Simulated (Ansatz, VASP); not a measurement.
# One calculation of MoW7, two programs

The input POSCAR:

```
MoW7
1.0
   -3.1801028217      3.1801028217      3.1801028217
    3.1801028217     -3.1801028217      3.1801028217
    3.1801028217      3.1801028217     -3.1801028217
Mo W
1 7
Direct
    0.0000000000      0.0000000000      0.0000000000
    0.5000000000      0.0000000000      0.5000000000
    0.5000000000      0.5000000000      0.5000000000
    0.0000000000      0.5000000000      0.5000000000
    0.0000000000      0.5000000000      0.0000000000
    0.5000000000      0.5000000000      0.0000000000
    0.5000000000      0.0000000000      0.0000000000
    0.0000000000      0.0000000000      0.5000000000
```

Contents of INCAR.step1:

```
ALGO = Normal
EDIFF = 1E-4
ENCUT = 520
GGA = PE
ISMEAR = 0
LASPH = True
LCHARG = False
LREAL = False
LWAVE = True
NBANDS = 66
NELM = 100
PREC = Accurate
SIGMA = 0.1
```

INCAR.step2

```
ALGO = Normal
EDIFF = 1E-6
ENCUT = 520
ISIF = 2
ISMEAR = 0
ISTART = 1
LASPH = True
LCHARG = True
LELF = True
LMIXTAU = True
LREAL = False
LVHAR = True
LWAVE = False
METAGGA = R2SCAN
NBANDS = 66
NELM = 100
PREC = Accurate
SIGMA = 0.1
```

KPOINTS

```
k-points
0
Gamma
  8 8 8
```

Input for Ansatz:

```yaml
crystal:
  lattice:
    - [-3.1801028217, 3.1801028217, 3.1801028217]
    - [3.1801028217, -3.1801028217, 3.1801028217]
    - [3.1801028217, 3.1801028217, -3.1801028217]
  atoms:
    - { symbol: Mo, position: [0.0, 0.0, 0.0] }
    - { symbol: W, position: [0.5, 0.0, 0.5] }
    - { symbol: W, position: [0.5, 0.5, 0.5] }
    - { symbol: W, position: [0.0, 0.5, 0.5] }
    - { symbol: W, position: [0.0, 0.5, 0.0] }
    - { symbol: W, position: [0.5, 0.5, 0.0] }
    - { symbol: W, position: [0.5, 0.0, 0.0] }
    - { symbol: W, position: [0.0, 0.0, 0.5] }
basis:
  ecutwfc: 500
kpoints:
  mp_grid: { grid: [8, 8, 8] }
  band_path:
    path:
      - [[0.0, 0.0, 0.0], [0.5, -0.5, 0.5], [0.0, 0.0, 0.5], [0.0, 0.0, 0.0], [0.25, 0.25, 0.25], [0.5, -0.5, 0.5]]
      - [[0.25, 0.25, 0.25], [0.0, 0.0, 0.5]]
    npoints: 14
hamiltonian:
  xc: r2scan
scf:
  occupations: { method: gaussian, width: 0.1 }
  n_extra_bands: 20
output:
  forces: true
  stress: true
  eigenvalues: true
  populations: true
  dos: { projected: true, de: 0.02, nscf_kmesh: { grid: [10, 10, 10] } }
  bader: true
  write_density: true
  write_potential: true
  elf: true
  volumetric_format: npy
```

Alike in both runs: task single point; functional r2SCAN; k mesh 8 × 8 × 8; occupations gaussian, width 0.1 eV; no spin polarisation.

```csv
,VASP,Ansatz
version,VASP 6.6.1,Ansatz 0.2.0
potentials or method,"VASP PAW PBE potentials, release 64 (Mo_sv, W_sv), cutoff 520 eV","scalar-relativistic, plane waves, PAW"
valence electrons in the cell,112,112
```

VASP gave:

```
gap on the k mesh at the Fermi level (eV) : none
pressure (GPa)                            : -2.9
```

**Question.** What did Ansatz give for the same quantities?

**Answer.** gap on the k mesh at the Fermi level (eV): none; pressure (GPa): -4.1.

VASP's potentials were made for PBE, not for r2SCAN. A gap of «none» marks a metal or a gap that the smearing closes.

Spin-orbit coupling is off throughout.
